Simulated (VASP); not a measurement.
A run of VASP 6.6.1:

Contents of INCAR:

```
SYSTEM = Sn
PREC     = Accurate       ! precision mode
ENCUT    = 520            ! plane-wave cutoff, eV
EDIFF    = 1E-7           ! SCF threshold, eV
ISMEAR   = -1             ! smearing method
SIGMA    = 0.05           ! smearing width, eV
LREAL    = .False.        ! projectors in reciprocal space
LASPH    = .True.         ! aspherical terms in the spheres
NELM     = 100            ! most SCF steps
ALGO     = Normal         ! electronic algorithm
ISIF     = 2              ! what is computed and relaxed
LWAVE    = .False.        ! write WAVECAR
LCHARG   = .False.        ! write CHGCAR
GGA      = PE             ! functional
NBANDS   = 13             ! bands
```

The input KPOINTS:

```
Automatic mesh
0
Gamma
  16 16 16
  0 0 0
```

The input POSCAR:

```
Sn
1.0
   -2.0689875426      2.0689875426      1.6933321804
    2.0689875426     -2.0689875426      1.6933321804
    2.0689875426      2.0689875426     -1.6933321804
Sn
1
Direct
    0.0000000000      0.0000000000      0.0000000000
```

Potentials or basis: VASP PAW PBE potentials, release 64 (Sn_d).

Run with:

```sh
$ cat potpaw_PBE.64/Sn_d/POTCAR > POTCAR
$ mpirun -np 1 vasp_std > vasp.out
```

Hardware: 1 thread of Intel(R) Xeon(R) Platinum 8488C (Sapphire Rapids), with other jobs on the host.

Question: How long does it take, and how much memory?

Answer: It took 57 s on 1 thread of Intel(R) Xeon(R) Platinum 8488C (Sapphire Rapids), with other jobs on the host, peak memory 0.25 GiB. Counts: scf iterations 11, k points 349.
